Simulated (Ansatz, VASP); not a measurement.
**TiRe in VASP and in Ansatz**

```
Ti Re
1.0
     3.11800    0.03118    0.03118
     0.03118    3.11800    0.03118
     0.03118    0.03118    3.11800
Ti Re
1 1
Direct
  0.50000 0.50000 0.50000
  0.00000 0.00000 0.00000
```

Change from the starting cell: equal xy, yz and zx shear strains of +2 %.

Alike in both runs: task single point; functional PBEsol; k mesh 13 × 13 × 13; occupations fermi-dirac, width 0.05 eV; no spin polarisation.

```csv
,VASP,Ansatz
version,VASP 6.6.1,Ansatz 0.2.0
potentials or method,"VASP PAW PBE potentials, release 64 (Ti_sv, Re), cutoff 520 eV","all-electron LAPW, scalar-relativistic"
```

Ansatz gave:

```
pressure (GPa)                                                : -7.5
traceless stress, the component that is largest in VASP (GPa) : -1.21
```

Task: Estimate VASP's values.

Result: Pressure (GPa): -7.7; traceless stress, the component that is largest in VASP (GPa): -1.20.

VASP's potentials were made for PBE, not for PBEsol. Ansatz ran all-electron here, and VASP with PAW potentials.

Spin-orbit coupling is off throughout.
